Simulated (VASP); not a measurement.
Here is a VASP 6.6.1 calculation.

The input INCAR:

```
SYSTEM = Os
PREC = Accurate
ENCUT = 520
EDIFF = 1E-6
ISMEAR = 0
SIGMA = 0.15
LREAL = .FALSE.
LASPH = .TRUE.
NELM = 60
ALGO = Fast
ISIF = 2
LWAVE = .FALSE.
LCHARG = .FALSE.
GGA = PE
NBANDS = 15
```

KPOINTS

```
Automatic mesh
0
G
  21 21 12
  0 0 0
```

File POSCAR:

```
Os
1.0
    2.6657474761      0.0000000000      0.0000000000
   -1.3328737381      2.3086050344      0.0000000000
    0.0000000000      0.0000000000      4.1037150000
Os
2
Direct
    0.3333333333      0.6666666667      0.2500000000
    0.6666666667      0.3333333333      0.7500000000
```

Potentials or basis: VASP PAW PBE potentials, release 64 (Os).

The run is started by

```bash
$ cat potpaw_PBE.64/Os/POTCAR > POTCAR
$ mpirun -np 1 vasp_std > vasp.out
```

Predict the band gap on the k mesh.

zero (band 8 reaches 13.39 eV, above the bottom of band 9 at 8.83 eV).

Predict the pressure.

68.4 GPa.

Stress tensor (GPa, compression positive):
```
59.97  0.00  0.00
 0.00 59.97  0.00
 0.00  0.00 85.16
```

Caveat: the cell differs from its parent crystal (strain -0.025 along x and y, -0.050 along z); spin-orbit coupling is left out, which moves the levels of the heavy elements.
